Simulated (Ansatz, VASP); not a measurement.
# Two plane-wave programs on HgTe

```xyz
2
Lattice="0.0000 3.0619 3.0619 3.0619 0.0000 3.0619 3.0619 3.0619 0.0000" Properties=species:S:1:pos:R:3 pbc="T T T"
Hg    0.0000    0.0000    0.0000
Te    3.0619    3.0619    3.0619
```

Alike in both runs: functional PBE; k mesh 6 × 6 × 6; occupations gaussian, width 0.1 eV; no spin polarisation.

Ansatz relaxed the structure, and its values are those at the end. VASP's run is a single point on that final structure, the one shown.

|  | VASP | Ansatz |
| --- | --- | --- |
| version | VASP 6.6.1 | Ansatz 0.2.0 |
| potentials or method | VASP PAW PBE potentials, release 64 (Hg, Te), cutoff 500 eV | scalar-relativistic, plane waves, PAW |
| valence electrons in the cell | 18 | 36 |

Ansatz gave:

* gap on the k mesh at the Fermi level (eV): none
* pressure (GPa): 0.3

Task: Which values does VASP return?

Result: gap on the k mesh at the Fermi level (eV): none; pressure (GPa): 0.4.

A gap of «none» marks a metal or a gap that the smearing closes. With one functional, cell and mesh, what is left measures potentials, basis and numerics. VASP's potentials hold 18 valence electrons a cell and Ansatz's 36, so a difference there can come from the potentials and not from the codes.

Spin-orbit coupling is off throughout.
